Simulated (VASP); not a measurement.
Au: single point with PBE

Au:

```
Au
1.0
    -1.65727    1.65727    1.65727
     1.65727   -1.65727    1.65727
     1.65727    1.65727   -1.65727
Au
1
Direct
  0.00000 0.00000 0.00000
```

```
Program             : VASP 6.6.1
Task                : single point
Functional          : PBE
Potentials or basis : VASP PAW PBE potentials, release 64 (Au)
Cutoff              : 520 eV
k mesh              : 11 × 11 × 11
Occupations         : gaussian, width 0.02 eV
Spin                : no spin polarisation
```

- Pressure: -1.0 GPa

Levels at points of the mesh, in eV from the Fermi level:
```csv
k point,band 4,band 5,band 6,band 7,band 8,band 9
"(0.00, 0.00, 0.00)",-4.40,-2.66,-2.66,16.61,16.61,16.61
```

Run time: 7.4 s on 1 thread of Intel(R) Xeon(R) 6975P-C (Granite Rapids) (shared host), peak memory 0.14 GiB.

Caveat: spin-orbit coupling is left out, which moves the levels of the heavy elements.
